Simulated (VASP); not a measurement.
**BP: single point with RPBE**

The system is BP.

```
B P
1.0
     0.00000    2.28755    2.28755
     2.28755    0.00000    2.28755
     2.28755    2.28755    0.00000
B P
1 1
Direct
  0.00000 0.00000 0.00000
  0.75000 0.75000 0.75000
```

| Property | Result |
| --- | --- |
| Program | VASP 6.6.1 |
| Task | single point |
| Functional | RPBE |
| Potentials or basis | VASP PAW PBE potentials, release 64 (B, P) |
| Cutoff | 520 eV |
| k mesh | 8 × 8 × 8 |
| Occupations | gaussian, width 0.05 eV |
| Spin | no spin polarisation |

The pressure is -0.4 GPa. The band gap on the k mesh is 1.31 eV, indirect (least direct gap 3.36 eV).

Levels at points of the mesh, in eV from the valence-band top:
| k point | band 2 | band 3 | band 4 | band 5 | band 6 | band 7 |
| --- | --- | --- | --- | --- | --- | --- |
| (0.00, 0.00, 0.00) | 0.00 | 0.00 | 0.00 | 3.36 | 3.36 | 3.36 |
| (0.50, 0.00, 0.00) | -8.87 | -1.73 | -1.73 | 3.65 | 4.69 | 4.69 |
| (0.50, 0.50, 0.00) | -8.49 | -4.03 | -4.03 | 1.38 | 1.73 | 11.94 |

Run time: 3.3 s on 1 thread of Intel(R) Xeon(R) 6975P-C (Granite Rapids), on a shared host, peak memory 0.13 GiB.

Caveat: the PAW data sets were made with another functional, which shifts forces and pressure a little. A k mesh can miss the band edges.
